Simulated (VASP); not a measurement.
# LiH (Fm-3m) in VASP: density of states with PBE

Aim: the density of states of LiH with PBE.

Program: VASP 6.6.1. These are calculated values, not measurements. Logs are shortened: lines on timing, memory, paths and dates and some standing lists are left out, and cuts for length are marked.

## (1) The cell of the first run

Symmetry: Fm-3m, No. 225, cubic system. The conventional cell has a = 4.007 Å, b = 4.007 Å, c = 4.007 Å, α = 90.00°, β = 90.00°, γ = 90.00°. Li (site symmetry m-3m) has 6 H at 2.00 Å within 2.7 Å. Within 2.7 Å of H (site symmetry m-3m) lie 6 Li at 2.00 Å.

## (2) Density of states, PBE

POSCAR

```
LiH
1.0
    0.0000000000      2.0033987013      2.0033987013
    2.0033987013      0.0000000000      2.0033987013
    2.0033987013      2.0033987013      0.0000000000
Li H
1 1
Direct
    0.0000000000      0.0000000000      0.0000000000
    0.5000000000      0.5000000000      0.5000000000
```

INCAR.step1

```
PREC = Accurate ; ENCUT = 520
EDIFF = 1E-6 ; ISMEAR = 0
SIGMA = 0.02 ; LREAL = False
LASPH = True ; NELM = 100
ALGO = Normal ; ISIF = 2
LWAVE = False ; LCHARG = True
GGA = PE ; NBANDS = 9
```

KPOINTS.step1

```
Automatic mesh
0
Gamma
  10 10 10
```

INCAR.step2

```
PREC = Accurate ; ENCUT = 520
EDIFF = 1E-6 ; ISMEAR = -5
SIGMA = 0.02 ; LREAL = False
LASPH = True ; NELM = 100
ALGO = Normal ; ISIF = 2
LWAVE = False ; LCHARG = False
GGA = PE ; LORBIT = 11
NEDOS = 2001 ; ICHARG = 11
```

KPOINTS.step2

```
Automatic mesh
0
Gamma
  15 15 15
```

Potentials or basis: VASP PAW PBE potentials, release 64 (Li_sv, H).

On the command line:

```console
cat potpaw_PBE.64/Li_sv/POTCAR potpaw_PBE.64/H/POTCAR > POTCAR
cp INCAR.step1 INCAR
cp KPOINTS.step1 KPOINTS
mpirun -np 1 vasp_std > vasp.out
cp INCAR.step2 INCAR
cp KPOINTS.step2 KPOINTS
mpirun -np 1 vasp_std > vasp.out
```

OUTCAR:

```text
PREC = Accurate
   ENCUT = 520
   EDIFF = 1E-6
   ISMEAR = -5
   LREAL = False
   LASPH = True
   NELM = 100
   ISIF = 2
   GGA = PE
   LORBIT = 11
   ICHARG = 11

 ion  position               nearest neighbor table
   1  0.000  0.000  0.000-
   2  0.500  0.500  0.500-

  LATTYP: Found a face centered cubic cell.
 ALAT       =     4.0067974026

  Lattice vectors:

 A1 = (   0.0000000000,   2.0033987013,   2.0033987013)
 A2 = (   2.0033987013,   0.0000000000,   2.0033987013)
 A3 = (   2.0033987013,   2.0033987013,   0.0000000000)

Analysis of symmetry for initial positions (statically):
=====================================================================
 Subroutine PRICEL returns:
 Original cell was already a primitive cell.

 Routine SETGRP: Setting up the symmetry group for a
 face centered cubic supercell.

 Subroutine GETGRP returns: Found 48 space group operations
 (whereof 48 operations were pure point group operations)
 out of a pool of 48 trial point group operations.

The static configuration has the point symmetry O_h .

Analysis of symmetry for dynamics (positions and initial velocities):
=====================================================================
 Subroutine PRICEL returns:
 Original cell was already a primitive cell.

 Routine SETGRP: Setting up the symmetry group for a
 face centered cubic supercell.

 Subroutine GETGRP returns: Found 48 space group operations
 (whereof 48 operations were pure point group operations)
 out of a pool of 48 trial point group operations.

The dynamic configuration has the point symmetry O_h .

 Subroutine INISYM returns: Found 48 space group operations
 (whereof 48 operations are pure point group operations),
 and found     1 'primitive' translations

----------------------------------------------------------------------------------------

                                     Primitive cell

  volume of cell :      16.0817

  direct lattice vectors                    reciprocal lattice vectors
     0.000000000  2.003398701  2.003398701    -0.249575883  0.249575883  0.249575883
     2.003398701  0.000000000  2.003398701     0.249575883 -0.249575883  0.249575883
     2.003398701  2.003398701  0.000000000     0.249575883  0.249575883 -0.249575883

  length of vectors
     2.833233614  2.833233614  2.833233614     0.432278110  0.432278110  0.432278110

  position of ions in fractional coordinates (direct lattice)
     0.000000000  0.000000000  0.000000000
     0.500000000  0.500000000  0.500000000

  ion indices of the primitive-cell ions
   primitive index   ion index
                 1           1
                 2           2

----------------------------------------------------------------------------------------

 KPOINTS: Automatic mesh

Automatic generation of k-mesh.
 Grid dimensions read from file:
 generate k-points for:   15   15   15

 Generating k-lattice:

  Cartesian coordinates                     Fractional coordinates (reciprocal lattice)
    -0.016638392  0.016638392  0.016638392     0.066666667  0.000000000  0.000000000
     0.016638392 -0.016638392  0.016638392     0.000000000  0.066666667  0.000000000
     0.016638392  0.016638392 -0.016638392     0.000000000  0.000000000  0.066666667

  Length of vectors
     0.028818541  0.028818541  0.028818541

  Shift w.r.t. Gamma in fractional coordinates (k-lattice)
     0.000000000  0.000000000  0.000000000

 TETIRR: Found    484 inequivalent tetrahedra from    20250

 Subroutine IBZKPT returns following result:
 ===========================================

 Found    120 irreducible k-points:

 Following reciprocal coordinates:
            Coordinates               Weight
  0.000000  0.000000  0.000000      1.000000
  0.066667  0.000000  0.000000      8.000000
  0.133333  0.000000  0.000000      8.000000
  0.200000  0.000000  0.000000      8.000000
  0.266667  0.000000  0.000000      8.000000
  0.333333  0.000000  0.000000      8.000000
[... 16 lines left out ...]
  0.133333  0.133333  0.000000      6.000000
  0.200000  0.133333  0.000000     24.000000
 [... further k-points ...]
   k-points           NKPTS =    120   k-points in BZ     NKDIM =    120   number of bands    NBANDS=      6
   number of dos      NEDOS =   2001   number of ions     NIONS =      2
   total plane-waves  NPLWV =  13824
   dimension x,y,z NGX =    24 NGY =   24 NGZ =   24
   dimension x,y,z NGXF=    48 NGYF=   48 NGZF=   48
   ions per type =               1   1
   NGX,Y,Z   is equivalent  to a cutoff of  14.08, 14.08, 14.08 a.u.
   NGXF,Y,Z  is equivalent  to a cutoff of  28.17, 28.17, 28.17 a.u.
 SYSTEM =  unknown system
   PREC   = accura    normal or accurate (medium, high low for compatibility)
   ISTART =      0    job   : 0-new  1-cont  2-samecut
   ICHARG =     11    charge: 1-file 2-atom 10-const
   ISPIN  =      1    spin polarized calculation?
   LNONCOLLINEAR =      F non collinear calculations
   LSORBIT =      F    spin-orbit coupling
   LASPH  =      T    aspherical Exc in radial PAW
   ENCUT  =  520.0 eV  38.22 Ry    6.18 a.u.   5.27  5.27  5.27*2*pi/ulx,y,z
   NELM   =    100;   NELMIN=  2; NELMDL=  0     # of ELM steps
   EDIFF  = 0.1E-05   stopping-criterion for ELM
   LREAL  =      F    real-space projection
   EDIFFG = 0.1E-04   stopping-criterion for IOM
   NSW    =      0    number of steps for IOM
   IBRION =     -1    ionic relax: 0-MD 1-quasi-New 2-CG
   NFREE  =      0    steps in history (QN), initial steepest desc. (CG)
   ISIF   =      2    stress and relaxation
   ISYM   =      2    0-nonsym 1-usesym 2-fastsym
   POTIM  = 0.5000    time-step for ionic-motion
   TEBEG  =    0.0;   TEEND  =   0.0 temperature during run
   PSTRESS=    0.0 pullay stress
   NELECT =       4.0000    total number of electrons
   NUPDOWN=      -1.0000    fix difference up-down
   EMIN   =  10.00;   EMAX   =-10.00  energy-range for DOS
   EFERMI =   0.00;   METHOD = LEGACY
   ISMEAR =    -5;   SIGMA  =   0.02  broadening in eV -4-tet -1-fermi 0-gaus
   EFERMI_NEDOS =   21; number of points for ismear=-14 and -15
   IALGO  =     38    algorithm
   IMIX   =      4    mixing-type and parameters
     AMIX     =   0.40;   BMIX     =  1.00
     AMIX_MAG =   1.60;   BMIX_MAG =  1.00
  volume/ion in A,a.u.               =       8.04        54.26
  Fermi-wavevector in a.u.,A,eV,Ry     =   1.029558  1.945582 14.422032  1.059989
  Thomas-Fermi vector in A             =   2.163612
   LORBIT       =     11    0 simple, 1 ext, 2 COOP (PROOUT), +10 PAW based schemes
   GGA     = PE    functional components
   LHFCALC =     F    Hartree Fock is set to
   AEXX    =    0.0000 exact exchange contribution
   IVDW    =     0    specifies the selected vdW correction
   LEPSILON=     F    determine dielectric tensor
   LRPA    =     F    only Hartree local field effects (RPA)
 non-spin polarized calculation
 Fermi weights with tetrahedron method with Bloechl corrections
  energy-cutoff  :      520.00
  volume of cell :       16.08
 maximum number of plane-waves:       445
 NGX is ok and might be reduce to    24

 number of electron       3.9999995 magnetization

 Free energy of the ion-electron system (eV)
  ---------------------------------------------------
  ext. energy  EPLUGINS =         0.00000000
  ---------------------------------------------------
  free energy    TOTEN  =        -6.12705703 eV

  energy without entropy =       -6.12705703  energy(sigma->0) =       -6.12705703

 E-fermi :   0.0831     XC(G=0):  -8.5158

 val. band max:        0.0747034673   @ k =  -0.4667   0.4667   0.0000
 cond. band min:       3.1573628062   @ k =  -0.4667   0.4667   0.0000
 fundamental gap:      3.0826593389
 Fermi energy:         0.0830535923

 k-point     1 :       0.0000    0.0000    0.0000
  band No.  band energies     occupation
      1     -44.1920      2.00000
      2      -5.3408      2.00000
      3      16.2095      0.00000
      4      18.0017      0.00000
      5      18.0017      0.00000
      6      18.0017      0.00000

 k-point     2 :       0.0667    0.0000    0.0000
  band No.  band energies     occupation
      1     -44.1901      2.00000
      2      -5.2620      2.00000
      3      15.5412      0.00000
      4      17.4580      0.00000
      5      17.8091      0.00000
      6      17.8091      0.00000

 k-point     3 :       0.1333    0.0000    0.0000
  band No.  band energies     occupation
      1     -44.1844      2.00000
      2      -5.0277      2.00000
      3      13.7119      0.00000
      4      16.5633      0.00000
      5      17.3942      0.00000
      6      17.3942      0.00000

 k-point     4 :       0.2000    0.0000    0.0000
  band No.  band energies     occupation
      1     -44.1760      2.00000
      2      -4.6468      2.00000
      3      11.4722      0.00000
      4      15.7351      0.00000
      5      16.9850      0.00000
      6      16.9850      0.00000

 k-point     5 :       0.2667    0.0000    0.0000
  band No.  band energies     occupation
      1     -44.1664      2.00000
      2      -4.1392      2.00000
      3       9.3100      0.00000
      4      15.0040      0.00000
      5      16.6937      0.00000
      6      16.6937      0.00000

 k-point     6 :       0.3333    0.0000    0.0000
  band No.  band energies     occupation
      1     -44.1571      2.00000
      2      -3.5494      2.00000
      3       7.4235      0.00000
      4      14.4158      0.00000
      5      16.5542      0.00000
      6      16.5542      0.00000

 k-point     7 :       0.4000    0.0000    0.0000
  band No.  band energies     occupation
      1     -44.1499      2.00000
      2      -2.9743      2.00000
      3       5.9641      0.00000
      4      14.0063      0.00000
      5      16.5483      0.00000
      6      16.5483      0.00000

 k-point     8 :       0.4667    0.0000    0.0000
  band No.  band energies     occupation
      1     -44.1460      2.00000
      2      -2.5895      2.00000
      3       5.1332      0.00000
      4      13.7968      0.00000
      5      16.6001      0.00000
      6      16.6001      0.00000
[... 91 lines left out ...]
 k-point    19 :      -0.2667    0.0667    0.0000
  band No.  band energies     occupation
      1     -44.1620      2.00000
      2      -3.8725      2.00000
      3       8.6783      0.00000
      4      13.6803      0.00000
      5      16.0592      0.00000
      6      17.6436      0.00000

 k-point    20 :      -0.2000    0.0667    0.0000
  band No.  band energies     occupation
      1     -44.1715      2.00000
      2      -4.4174      2.00000
      3      10.7644      0.00000
      4      14.2114      0.00000
      5      16.4671      0.00000
      6      18.0042      0.00000

 k-point    21 :      -0.1333    0.0667    0.0000
  band No.  band energies     occupation
      1     -44.1803      2.00000
      2      -4.8457      2.00000
      3      12.9757      0.00000
      4      14.9247      0.00000
      5      16.9959      0.00000
      6      18.2515      0.00000

 k-point    22 :      -0.0667    0.0667    0.0000
  band No.  band energies     occupation
      1     -44.1869      2.00000
      2      -5.1307      2.00000
      3      14.7401      0.00000
      4      16.1226      0.00000
      5      17.4666      0.00000
      6      18.2370      0.00000

 k-point    23 :       0.1333    0.1333    0.0000
  band No.  band energies     occupation
      1     -44.1820      2.00000
      2      -4.9150      2.00000
      3      14.1895      0.00000
      4      15.5708      0.00000
      5      15.5708      0.00000
      6      18.8412      0.00000

 k-point    24 :       0.2000    0.1333    0.0000
  band No.  band energies     occupation
      1     -44.1757      2.00000
      2      -4.6229      2.00000
      3      12.7646      0.00000
      4      14.6415      0.00000
      5      14.8831      0.00000
      6      18.5231      0.00000

 [... further k-points ...]
[... 5 lines left out ...]
  --------------------------------------------------------------------------------------
  -------------------------------------------------------------------------------------
  Total       -0.0244345     -0.0244345     -0.0244345      0.0000000      0.0000000     -0.0000000
  in kB       -2.4343443     -2.4343443     -2.4343443      0.0000000      0.0000000     -0.0000000
  external PRESSURE =      -2.4343443 kB  Pullay stress =       0.0000000 kB

 VOLUME and BASIS-vectors are now :
 -----------------------------------------------------------------------------
  energy-cutoff  :      520.00
  volume of cell :       16.08
      direct lattice vectors                 reciprocal lattice vectors
     0.000000000  2.003398701  2.003398701    -0.249575883  0.249575883  0.249575883
     2.003398701  0.000000000  2.003398701     0.249575883 -0.249575883  0.249575883
     2.003398701  2.003398701  0.000000000     0.249575883  0.249575883 -0.249575883

 POSITION                                       TOTAL-FORCE (eV/Angst)
 -----------------------------------------------------------------------------------
      0.00000      0.00000      0.00000        -0.000000      0.000000      0.000000
      2.00340      2.00340      2.00340         0.000000     -0.000000     -0.000000
 -----------------------------------------------------------------------------------
    total drift:                                0.000000     -0.000000     -0.000000

  FREE ENERGIE OF THE ION-ELECTRON SYSTEM (eV)
  ---------------------------------------------------
  free  energy   TOTEN  =        -6.1270570263 eV

  energy  without entropy=       -6.1270570263  energy(sigma->0) =       -6.12705703

 total charge

# of ion       s       p       d       tot
------------------------------------------
    1        2.021   0.060   0.000   2.081
    2        0.545   0.002   0.000   0.547
--------------------------------------------------
tot          2.566   0.062   0.000   2.628
```

Run time: 5.8 s. Hardware: 1 thread of Intel Xeon 6975P-C (Granite Rapids), shared host; peak memory 0.13 GiB.

Results:

```yaml
Valence_electrons_inside_the_program's_atomic_spheres: Li 2.08; H 0.55
```

Levels at points of the mesh, in eV from the valence-band top:
| k point | band 1 | band 2 | band 3 | band 4 | band 5 | band 6 |
| --- | --- | --- | --- | --- | --- | --- |
| (0.00, 0.00, 0.00) | -44.27 | -5.42 | 16.13 | 17.93 | 17.93 | 17.93 |

Caveat: the cutoff is under 1.25 times the usual one of these potentials, so pressure, stress and relaxed cells hold a basis-set (Pulay) error.
